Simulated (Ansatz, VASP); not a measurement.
**One calculation of RbCl, two programs**

```
Rb Cl
1.0
     0.00000    3.34913    3.34913
     3.34913    0.00000    3.34913
     3.34913    3.34913    0.00000
Rb Cl
1 1
Direct
  0.00000 0.00000 0.00000
  0.50000 0.50000 0.50000
```

Alike in both runs: task single point; functional PBE; k mesh 6 × 6 × 6; occupations gaussian, width 0.02 eV; no spin polarisation.

```csv
,VASP,Ansatz
version,VASP 6.6.1,Ansatz 0.2.0
potentials or method,"VASP PAW PBE potentials, release 64 (Rb_sv, Cl), cutoff 500 eV","scalar-relativistic, plane waves, PAW"
valence electrons in the cell,16,16
```

|  | VASP | Ansatz | Ansatz less VASP |
| --- | --- | --- | --- |
| gap on the k mesh at the Fermi level (eV) | 4.83 | 4.84 | +0.003 |
| least direct gap on the mesh (eV) | 4.83 | 4.84 | +0.003 |
